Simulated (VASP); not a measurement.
Write the native input for VASP 6.6.1 that does the following.

| Quantity | Value |
| --- | --- |
| Task | single point |
| Functional | PBE |
| Potentials or basis | VASP PAW PBE potentials, release 64 (Si, O) |
| Cutoff | 520 eV |
| k mesh | 6 × 6 × 9 |
| Occupations | fermi-dirac, width 0.03 eV |
| Spin | no spin polarisation |
| Dipole correction | no |
| Further INCAR settings | ALGO = Normal; EDIFF = 1e-07; NBANDS = 25 |

The structure of SiO2 lies in POSCAR:

```
SiO2
1.0
    4.1801000000      0.0000000000      0.0000000000
    0.0000000000      4.1801000000      0.0000000000
    0.0000000000      0.0000000000      2.6411220000
Si O
2 4
Direct
    0.0000000000      0.0000000000      0.0000000000
    0.5000000000      0.5000000000      0.5000000000
    0.3067000000      0.3067000000      0.0000000000
    0.1933000000      0.8067000000      0.5000000000
    0.6933000000      0.6933000000      0.0000000000
    0.8067000000      0.1933000000      0.5000000000
```

This cell differs from its parent crystal: zz strain of -1 %.

These files were run (other wordings do the same):

INCAR

```
SYSTEM = SiO2
ALGO = Normal ; EDIFF = 1E-7
ENCUT = 520 ; GGA = PE
ISIF = 2 ; ISMEAR = -1
LASPH = .True. ; LCHARG = .False.
LREAL = .False. ; LWAVE = .False.
NBANDS = 25 ; NELM = 60
PREC = Accurate ; SIGMA = 0.03
```

KPOINTS

```
k-points
0
Gamma
  6 6 9
  0 0 0
```

Potentials or basis: VASP PAW PBE potentials, release 64 (Si, O).

Launch:

```sh
$ cat potpaw_PBE.64/Si/POTCAR potpaw_PBE.64/O/POTCAR > POTCAR
$ mpirun -np 1 vasp_std > vasp.out
```

Results of the run:

The pressure is 15.1 GPa and the largest force is 0.267 eV/Å. The band gap on the k mesh is 5.84 eV, direct.

Caveat: the cell differs from its parent crystal (zz strain of -1 %).

It took 29 s on 1 thread of Intel Xeon 6975P-C, on a shared host, peak memory 0.18 GiB.
